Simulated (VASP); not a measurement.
# SnTe (rocksalt type) (Fm-3m) in VASP: notebook

Runs on SnTe (rocksalt type). Level: r2SCAN. Tasks: relaxation of cell and atoms.

Program: VASP 6.6.1. These are calculated values, not measurements. Logs are shortened: lines on timing, memory, paths and dates and some standing lists are left out, and cuts for length are marked.

**1. The cell of the first run**

Symmetry: Fm-3m, No. 225, cubic system. Conventional cell: a = 5.783 Å, b = 5.783 Å, c = 5.783 Å, α = 90.00°, β = 90.00°, γ = 90.00°. Within 3.8 Å of Sn (site symmetry m-3m) lie 6 Te at 2.89 Å. Within 3.8 Å of Te (site symmetry m-3m) lie 6 Sn at 2.89 Å.

**2. Relaxation of cell and atoms, r2SCAN**

POSCAR reads:

```
SnTe
1.0
    0.0000000000      2.8916353749      2.8916353749
    2.8916353749      0.0000000000      2.8916353749
    2.8916353749      2.8916353749      0.0000000000
Sn Te
1 1
Direct
    0.0000000000      0.0000000000      0.0000000000
    0.5000000000      0.5000000000      0.5000000000
```

INCAR.step1 reads:

```
SYSTEM = SnTe
PREC     = Accurate       ! precision mode
ENCUT    = 600            ! plane-wave cutoff, eV
ISMEAR   = -1             ! smearing method
SIGMA    = 0.08           ! smearing width, eV
LREAL    = .FALSE.        ! projectors in reciprocal space
LASPH    = .TRUE.         ! aspherical terms in the spheres
NELM     = 80             ! most SCF steps
GGA      = PE             ! functional
ALGO     = Normal         ! electronic algorithm
EDIFF    = 1E-4           ! SCF threshold, eV
LWAVE    = .TRUE.         ! write WAVECAR
LCHARG   = .FALSE.        ! write CHGCAR
```

INCAR.step2 reads:

```
SYSTEM = SnTe
PREC     = Accurate       ! precision mode
ENCUT    = 600            ! plane-wave cutoff, eV
EDIFF    = 1E-6           ! SCF threshold, eV
ISMEAR   = -1             ! smearing method
SIGMA    = 0.08           ! smearing width, eV
LREAL    = .FALSE.        ! projectors in reciprocal space
LASPH    = .TRUE.         ! aspherical terms in the spheres
NELM     = 80             ! most SCF steps
ALGO     = Normal         ! electronic algorithm
ISIF     = 3              ! what is computed and relaxed
LWAVE    = .FALSE.        ! write WAVECAR
LCHARG   = .FALSE.        ! write CHGCAR
METAGGA  = R2SCAN         ! meta-GGA
LMIXTAU  = .TRUE.       
IBRION   = 2              ! ionic algorithm
NSW      = 60             ! ionic steps
EDIFFG   = -0.005         ! ionic threshold
ISTART   = 1
```

KPOINTS reads:

```
Automatic mesh
0
G
  13 13 13
  0 0 0
```

Potentials or basis: VASP PAW PBE potentials, release 64 (Sn_d, Te).

Launch:

```
cat potpaw_PBE.64/Sn_d/POTCAR potpaw_PBE.64/Te/POTCAR > POTCAR
cp INCAR.step1 INCAR
mpirun -np 1 vasp_std > vasp.out
cp INCAR.step2 INCAR
mpirun -np 1 vasp_std > vasp.out
```

OUTCAR:

```text
SYSTEM = SnTe
   PREC = Accurate
   ENCUT = 600
   EDIFF = 1E-6
   ISMEAR = -1
   LREAL = .FALSE.
   LASPH = .TRUE.
   NELM = 80
   ISIF = 3
   METAGGA = R2SCAN
   IBRION = 2
   NSW = 60
   EDIFFG = -0.005
   ISTART = 1

 ion  position               nearest neighbor table
   1  0.000  0.000  0.000-   2 2.89   2 2.89   2 2.89   2 2.89   2 2.89   2 2.89
   2  0.500  0.500  0.500-   1 2.89   1 2.89   1 2.89   1 2.89   1 2.89   1 2.89

  LATTYP: Found a face centered cubic cell.
 ALAT       =     5.7832707498

  Lattice vectors:

 A1 = (   0.0000000000,   2.8916353749,   2.8916353749)
 A2 = (   2.8916353749,   0.0000000000,   2.8916353749)
 A3 = (   2.8916353749,   2.8916353749,   0.0000000000)

Analysis of symmetry for initial positions (statically):
=====================================================================
 Subroutine PRICEL returns:
 Original cell was already a primitive cell.

 Routine SETGRP: Setting up the symmetry group for a
 face centered cubic supercell.

 Subroutine GETGRP returns: Found 48 space group operations
 (whereof 48 operations were pure point group operations)
 out of a pool of 48 trial point group operations.

The static configuration has the point symmetry O_h .

Analysis of symmetry for dynamics (positions and initial velocities):
=====================================================================
 Subroutine PRICEL returns:
 Original cell was already a primitive cell.

 Routine SETGRP: Setting up the symmetry group for a
 face centered cubic supercell.

 Subroutine GETGRP returns: Found 48 space group operations
 (whereof 48 operations were pure point group operations)
 out of a pool of 48 trial point group operations.

The dynamic configuration has the point symmetry O_h .

 Subroutine INISYM returns: Found 48 space group operations
 (whereof 48 operations are pure point group operations),
 and found     1 'primitive' translations

----------------------------------------------------------------------------------------

                                     Primitive cell

  volume of cell :      48.3571

  direct lattice vectors                    reciprocal lattice vectors
     0.000000000  2.891635375  2.891635375    -0.172912534  0.172912534  0.172912534
     2.891635375  0.000000000  2.891635375     0.172912534 -0.172912534  0.172912534
     2.891635375  2.891635375  0.000000000     0.172912534  0.172912534 -0.172912534

  length of vectors
     4.089389965  4.089389965  4.089389965     0.299493294  0.299493294  0.299493294

  position of ions in fractional coordinates (direct lattice)
     0.000000000  0.000000000  0.000000000
     0.500000000  0.500000000  0.500000000

  ion indices of the primitive-cell ions
   primitive index   ion index
                 1           1
                 2           2

----------------------------------------------------------------------------------------

 KPOINTS: Automatic mesh

Automatic generation of k-mesh.
 Grid dimensions read from file:
 generate k-points for:   13   13   13

 Generating k-lattice:

  Cartesian coordinates                     Fractional coordinates (reciprocal lattice)
    -0.013300964  0.013300964  0.013300964     0.076923077  0.000000000  0.000000000
     0.013300964 -0.013300964  0.013300964     0.000000000  0.076923077  0.000000000
     0.013300964  0.013300964 -0.013300964     0.000000000  0.000000000  0.076923077

  Length of vectors
     0.023037946  0.023037946  0.023037946

  Shift w.r.t. Gamma in fractional coordinates (k-lattice)
     0.000000000  0.000000000  0.000000000

 Subroutine IBZKPT returns following result:
 ===========================================

 Found     84 irreducible k-points:

 Following reciprocal coordinates:
            Coordinates               Weight
  0.000000  0.000000  0.000000      1.000000
  0.076923  0.000000  0.000000      8.000000
  0.153846  0.000000  0.000000      8.000000
  0.230769  0.000000  0.000000      8.000000
  0.307692  0.000000  0.000000      8.000000
  0.384615  0.000000  0.000000      8.000000
[... 16 lines left out ...]
  0.384615  0.153846  0.000000     24.000000
  0.461538  0.153846  0.000000     24.000000
 [... further k-points ...]
   k-points           NKPTS =     84   k-points in BZ     NKDIM =     84   number of bands    NBANDS=     14
   number of dos      NEDOS =    301   number of ions     NIONS =      2
   total plane-waves  NPLWV =  46656
   dimension x,y,z NGX =    36 NGY =   36 NGZ =   36
   dimension x,y,z NGXF=    72 NGYF=   72 NGZF=   72
   ions per type =               1   1
   NGX,Y,Z   is equivalent  to a cutoff of  14.64, 14.64, 14.64 a.u.
   NGXF,Y,Z  is equivalent  to a cutoff of  29.27, 29.27, 29.27 a.u.
 SYSTEM =  SnTe
   PREC   = accura    normal or accurate (medium, high low for compatibility)
   ISTART =      1    job   : 0-new  1-cont  2-samecut
   ICHARG =      0    charge: 1-file 2-atom 10-const
   ISPIN  =      1    spin polarized calculation?
   LNONCOLLINEAR =      F non collinear calculations
   LSORBIT =      F    spin-orbit coupling
   LASPH  =      T    aspherical Exc in radial PAW
   ENCUT  =  600.0 eV  44.10 Ry    6.64 a.u.   8.17  8.17  8.17*2*pi/ulx,y,z
   NELM   =     80;   NELMIN=  2; NELMDL=  0     # of ELM steps
   EDIFF  = 0.1E-05   stopping-criterion for ELM
   LREAL  =      F    real-space projection
   EDIFFG = -.5E-02   stopping-criterion for IOM
   NSW    =     60    number of steps for IOM
   IBRION =      2    ionic relax: 0-MD 1-quasi-New 2-CG
   NFREE  =      1    steps in history (QN), initial steepest desc. (CG)
   ISIF   =      3    stress and relaxation
   ISYM   =      2    0-nonsym 1-usesym 2-fastsym
   POTIM  = 0.5000    time-step for ionic-motion
   TEBEG  =    0.0;   TEEND  =   0.0 temperature during run
   PSTRESS=    0.0 pullay stress
   NELECT =      20.0000    total number of electrons
   NUPDOWN=      -1.0000    fix difference up-down
   EMIN   =  10.00;   EMAX   =-10.00  energy-range for DOS
   EFERMI =   0.00;   METHOD = LEGACY
   ISMEAR =    -1;   SIGMA  =   0.08  broadening in eV -4-tet -1-fermi 0-gaus
   EFERMI_NEDOS =   21; number of points for ismear=-14 and -15
   IALGO  =     38    algorithm
   IMIX   =      4    mixing-type and parameters
     AMIX     =   0.40;   BMIX     =  1.00
     AMIX_MAG =   1.60;   BMIX_MAG =  1.00
  volume/ion in A,a.u.               =      24.18       163.17
  Fermi-wavevector in a.u.,A,eV,Ry     =   1.219733  2.304960 20.242036  1.487748
  Thomas-Fermi vector in A             =   2.354975
   LORBIT       =      0    0 simple, 1 ext, 2 COOP (PROOUT), +10 PAW based schemes
   METAGGA = R2SCAN    functional components
   LHFCALC =     F    Hartree Fock is set to
   AEXX    =    0.0000 exact exchange contribution
   IVDW    =     0    specifies the selected vdW correction
   LEPSILON=     F    determine dielectric tensor
   LRPA    =     F    only Hartree local field effects (RPA)
 conjugate gradient relaxation of ions
 non-spin polarized calculation
  energy-cutoff  :      600.00
  volume of cell :       48.36
 maximum number of plane-waves:      1639
 NGX is ok and might be reduce to    36
   NGX = 17   NGY = 17   NGZ = 17

--------------------------------------- Ionic step        1  -------------------------------------------

 number of electron      20.0000002 magnetization

 Free energy of the ion-electron system (eV)
  ---------------------------------------------------
  ext. energy  EPLUGINS =         0.00000000
  ---------------------------------------------------
  free energy    TOTEN  =       -49.75169278 eV

  energy without entropy =      -49.74026566  energy(sigma->0) =      -49.74597922

 E-fermi :  10.7001     XC(G=0): -11.3720

 val. band max:       10.6788020167   @ k =   0.4615   0.0000   0.0000
 cond. band min:      10.7304866853   @ k =  -0.2308   0.0769   0.0000
 fundamental gap:      0.0516846686
 Fermi energy:        10.7000609579

 k-point     1 :       0.0000    0.0000    0.0000
  band No.  band energies     occupation
      1     -12.3136      2.00000
      2     -12.3136      2.00000
      3     -12.2771      2.00000
      4     -12.2771      2.00000
      5     -12.2771      2.00000
      6      -5.1210      2.00000
      7       7.4237      2.00000
      8       7.4343      2.00000
      9       7.4343      2.00000
     10       7.4344      2.00000
     11      14.7067      0.00000
     12      14.7067      0.00000
     13      14.7067      0.00000
     14      15.1273      0.00000

 k-point     2 :       0.0769    0.0000    0.0000
  band No.  band energies     occupation
      1     -12.3147      2.00000
      2     -12.3147      2.00000
      3     -12.2769      2.00000
      4     -12.2761      2.00000
      5     -12.2761      2.00000
      6      -5.0465      2.00000
      7       6.0584      2.00000
      8       7.4452      2.00000
      9       7.4452      2.00000
     10       8.6593      2.00000
     11      14.2027      0.00000
     12      14.2027      0.00000
     13      14.2650      0.00000
     14      15.1608      0.00000
[... 948 lines left out ...]
 VOLUME and BASIS-vectors are now :
 -----------------------------------------------------------------------------
  energy-cutoff  :      600.00
  volume of cell :       64.55
      direct lattice vectors                 reciprocal lattice vectors
     0.000000000  3.183909186  3.183909186    -0.157039655  0.157039655  0.157039655
     3.183909186  0.000000000  3.183909186     0.157039655 -0.157039655  0.157039655
     3.183909186  3.183909186 -0.000000000     0.157039655  0.157039655 -0.157039655

 POSITION                                       TOTAL-FORCE (eV/Angst)
 -----------------------------------------------------------------------------------
      3.18391      3.18391     -0.00000         0.000000     -0.000000     -0.000000
      3.18391      3.18391      3.18391        -0.000000      0.000000      0.000000
 -----------------------------------------------------------------------------------
    total drift:                                0.000000      0.000000      0.000000

  FREE ENERGIE OF THE ION-ELECTRON SYSTEM (eV)
  ---------------------------------------------------
  free  energy   TOTEN  =       -50.6871921539 eV

  energy  without entropy=      -50.6860860232  energy(sigma->0) =      -50.68663909

--------------------------------------- Ionic step        6  -------------------------------------------

 number of electron      20.0000002 magnetization

 Free energy of the ion-electron system (eV)
  ---------------------------------------------------
  ext. energy  EPLUGINS =         0.00000000
  ---------------------------------------------------
  free energy    TOTEN  =       -50.68719834 eV

  energy without entropy =      -50.68609947  energy(sigma->0) =      -50.68664890

 E-fermi :   6.6231     XC(G=0):  -9.9141

 val. band max:        6.4981405245   @ k =   0.4615   0.0000   0.0000
 cond. band min:       6.8949228623   @ k =   0.4615   0.0000   0.0000
 fundamental gap:      0.3967823378
 Fermi energy:         6.6231130481

 k-point     1 :       0.0000    0.0000    0.0000
  band No.  band energies     occupation
      1     -16.1283      2.00000
      2     -16.1283      2.00000
      3     -16.1195      2.00000
      4     -16.1195      2.00000
      5     -16.1195      2.00000
      6      -6.6374      2.00000
      7       1.7484      2.00000
      8       4.2214      2.00000
      9       4.2214      2.00000
     10       4.2214      2.00000
     11       9.9863      0.00000
     12       9.9863      0.00000
     13       9.9863      0.00000
     14      11.6455      0.00000

 k-point     2 :       0.0769    0.0000    0.0000
  band No.  band energies     occupation
      1     -16.1285      2.00000
      2     -16.1285      2.00000
      3     -16.1194      2.00000
      4     -16.1192      2.00000
      5     -16.1192      2.00000
      6      -6.5868      2.00000
      7       1.4221      2.00000
      8       4.2316      2.00000
      9       4.2316      2.00000
     10       4.4727      2.00000
     11       9.6839      0.00000
     12       9.6839      0.00000
     13       9.7222      0.00000
     14      11.6029      0.00000
[... 387 lines left out ...]
 VOLUME and BASIS-vectors are now :
 -----------------------------------------------------------------------------
  energy-cutoff  :      600.00
  volume of cell :       64.59
      direct lattice vectors                 reciprocal lattice vectors
     0.000000000  3.184610122  3.184610122    -0.157005090  0.157005090  0.157005090
     3.184610122  0.000000000  3.184610122     0.157005090 -0.157005090  0.157005090
     3.184610122  3.184610122 -0.000000000     0.157005090  0.157005090 -0.157005090

 POSITION                                       TOTAL-FORCE (eV/Angst)
 -----------------------------------------------------------------------------------
      0.00000      0.00000      0.00000        -0.000000      0.000000     -0.000000
      3.18461      3.18461      3.18461         0.000000      0.000000      0.000000
 -----------------------------------------------------------------------------------
    total drift:                               -0.000000      0.000000      0.000000

  FREE ENERGIE OF THE ION-ELECTRON SYSTEM (eV)
  ---------------------------------------------------
  free  energy   TOTEN  =       -50.6871983372 eV

  energy  without entropy=      -50.6860994693  energy(sigma->0) =      -50.68664890

 reached required accuracy - stopping structural energy minimisation
```

Wall time 50 min (1 thread of Oxide Virtual Turin-like, shared host); peak memory 0.25 GiB.

What came out:

* Free energy: -50.6872 eV
* Relaxed volume: 32.30 Å³/atom
* Relaxed cell: a = 4.504 Å, b = 4.504 Å, c = 4.504 Å, α = 60.00°, β = 60.00°, γ = 60.00°
* Space group after relaxing (to 0.1 Å): Fm-3m (No. 225)
* Energy gained by relaxing: 467.8 meV/atom
* Ionic steps: 6
* Pressure after relaxing: 0.0 GPa

Step by step:
| step | energy change (eV) | largest force (eV/Å) | pressure (GPa) | volume (Å³) |
| --- | --- | --- | --- | --- |
| 1 | 0.0000 | 0.0000 | 23.79 | 48.36 |
| 2 | -0.6603 | 0.0000 | -5.53 | 78.09 |
| 3 | -0.9355 | 0.0000 | 0.03 | 64.55 |
| 4 | -0.9353 | 0.0000 | -0.20 | 64.91 |
| 5 | -0.9355 | 0.0000 | 0.03 | 64.55 |
| 6 | -0.9355 | 0.0000 | -0.01 | 64.59 |

Final structure:
```
Sn Te
1.0
     0.00000    3.18461    3.18461
     3.18461    0.00000    3.18461
     3.18461    3.18461    0.00000
Sn Te
1 1
Cartesian
  0.0000 0.0000 0.0000
  3.1846 3.1846 3.1846
```

Caveat: this odd mesh misses L, so gap, dielectric constants and Born charges aren't listed; the volume moved by over 15 % at a fixed basis, so the end points are rough; the PAW data sets were made with another functional, which shifts forces and pressure a little; spin-orbit coupling is left out, which moves the levels of the heavy elements.

**3. Relaxation of cell and atoms, r2SCAN**

POSCAR is that of step 2.

INCAR.step1 reads:

```
PREC = Accurate
ENCUT = 600
ISMEAR = -1
SIGMA = 0.08
LREAL = False
LASPH = True
NELM = 80
GGA = PE
ALGO = Normal
EDIFF = 1E-4
LWAVE = True
LCHARG = False
```

INCAR.step2 reads:

```
PREC = Accurate
ENCUT = 600
EDIFF = 1E-6
ISMEAR = -1
SIGMA = 0.08
LREAL = False
LASPH = True
NELM = 80
ALGO = Normal
ISIF = 3
LWAVE = False
LCHARG = False
METAGGA = R2SCAN
LMIXTAU = True
IBRION = 2
NSW = 60
EDIFFG = -0.005
ISTART = 1
```

KPOINTS reads:

```
regular mesh
0
Gamma
  13 13 13
```

Potentials or basis: VASP PAW PBE potentials, release 64 (Sn_d, Te).

Launch:

```
cat potpaw_PBE.64/Sn_d/POTCAR potpaw_PBE.64/Te/POTCAR > POTCAR
cp INCAR.step1 INCAR
mpirun -np 1 vasp_std > vasp.out
cp INCAR.step2 INCAR
mpirun -np 1 vasp_std > vasp.out
```

It took 49 min on 1 thread of Oxide Virtual Turin-like, shared host; peak memory 0.26 GiB.

Results (log left out):

```yaml
Free_energy: -50.6872 eV
Relaxed_volume: 32.30 Å³/atom
Relaxed_cell: a = 4.504 Å, b = 4.504 Å, c = 4.504 Å, α = 60.00°, β = 60.00°, γ = 60.00°
Space_group_after_relaxing_to_0.1_Å: Fm-3m (No. 225)
Energy_gained_by_relaxing: 467.8 meV/atom
Ionic_steps: 6
Pressure_after_relaxing: 0.0 GPa
```

Step by step:
```
step  energy change (eV)  largest force (eV/Å)  pressure (GPa)  volume (Å³)
   1              0.0000                0.0000           23.79        48.36
   2             -0.6603                0.0000           -5.53        78.09
   3             -0.9355                0.0000            0.03        64.55
   4             -0.9353                0.0000           -0.20        64.91
   5             -0.9355                0.0000            0.03        64.55
   6             -0.9355                0.0000           -0.01        64.59
```

Final structure:
```yaml
crystal:
  lattice:
    - [0.00000, 3.18461, 3.18461]
    - [3.18461, 0.00000, 3.18461]
    - [3.18461, 3.18461, 0.00000]
  atoms:
    - { symbol: Sn, position: [0.00000, 0.00000, 0.00000] }
    - { symbol: Te, position: [0.50000, 0.50000, 0.50000] }
```

Levels at points of the mesh, in eV from the Fermi level:
| k point | band 6 | band 7 | band 8 | band 9 | band 10 | band 11 | band 12 | band 13 | band 14 |
| --- | --- | --- | --- | --- | --- | --- | --- | --- | --- |
| (0.00, 0.00, 0.00) | -13.26 | -4.87 | -2.40 | -2.40 | -2.40 | 3.36 | 3.36 | 3.36 | 5.02 |

Caveat: this odd mesh misses L, so gap, dielectric constants and Born charges aren't listed; the volume moved by over 15 % at a fixed basis, so the end points are rough; the PAW data sets were made with another functional, which shifts forces and pressure a little; spin-orbit coupling is left out, which moves the levels of the heavy elements.
